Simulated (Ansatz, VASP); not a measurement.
# MgO: VASP beside Ansatz

```
Mg O
1.0
     0.00000    2.13515    2.13515
     2.13515    0.00000    2.13515
     2.13515    2.13515    0.00000
Mg O
1 1
Direct
  0.00000 0.00000 0.00000
  0.50000 0.50000 0.50000
```

Alike in both runs: task single point; functional revPBE; dispersion D3(BJ); k mesh 10 × 10 × 10; occupations gaussian, width 0.05 eV; no spin polarisation.

|  | VASP | Ansatz |
| --- | --- | --- |
| version | VASP 6.6.1 | Ansatz 0.2.0 |
| potentials or method | VASP PAW PBE potentials, release 64 (Mg, O), cutoff 520 eV | scalar-relativistic, plane waves, PAW |
| valence electrons in the cell | 8 | 16 |

Ansatz gave:

```
gap on the k mesh at the Fermi level (eV) : 4.44
least direct gap on the mesh (eV)         : 4.44
pressure (GPa)                            : -7.4
```

Task: Estimate VASP's values.

Result: gap on the k mesh at the Fermi level (eV): 4.42; least direct gap on the mesh (eV): 4.42; pressure (GPa): -8.3.

VASP's potentials were made for PBE, not for revPBE. VASP's potentials hold 8 valence electrons a cell and Ansatz's 16, so a difference there can come from the potentials and not from the codes.
